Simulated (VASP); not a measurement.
Write the native input for VASP 6.6.1 that does the following.

```yaml
Task: single point
Functional: PBE
Potentials_or_basis: VASP PAW PBE potentials, release 64 (Cs_sv, Rh_pv, C)
Cutoff: 520 eV
k_mesh: 6 × 6 × 4
Occupations: gaussian, width 0.1 eV
Spin: no spin polarisation
Dipole_correction: no
Further_INCAR_settings: ALGO = Normal; EDIFF = 1e-07; NBANDS = 26
```

The structure of Cs2RhC lies in POSCAR:

```
Cs2RhC
1.0
    6.0626576909      0.0000000000      0.0000000000
   -3.0313288454      5.2504155747      0.0000000000
    0.0000000000      0.0000000000      3.8558513713
Cs Rh C
2 1 1
Direct
    0.3333333333      0.6666666667      0.0000000000
    0.6666666667      0.3333333333      0.0000000000
    0.0000000000      0.0000000000      0.5000000000
    0.0000000000      0.0000000000      0.0000000000
```

One way to write it, as run:

INCAR

```
SYSTEM = Cs2RhC
ALGO = Normal
EDIFF = 1E-7
ENCUT = 520
GGA = PE
ISIF = 2
ISMEAR = 0
LASPH = .True.
LCHARG = .False.
LREAL = .False.
LWAVE = .False.
NBANDS = 26
NELM = 80
PREC = Accurate
SIGMA = 0.1
```

KPOINTS

```
k-points
0
Gamma
  6 6 4
  0 0 0
```

Potentials or basis: VASP PAW PBE potentials, release 64 (Cs_sv, Rh_pv, C).

Launch:

```bash
$ cat potpaw_PBE.64/Cs_sv/POTCAR potpaw_PBE.64/Rh_pv/POTCAR potpaw_PBE.64/C/POTCAR > POTCAR
$ mpirun -np 1 vasp_std > vasp.out
```

Results of the run:

```json
{"Pressure": "0.3 GPa"}
```

Caveat: the k points lie up to 0.41 Å⁻¹ apart.

Wall time 35 s on 1 thread of Intel(R) Xeon(R) 6975P-C (Granite Rapids) (shared host), peak memory 0.28 GiB.
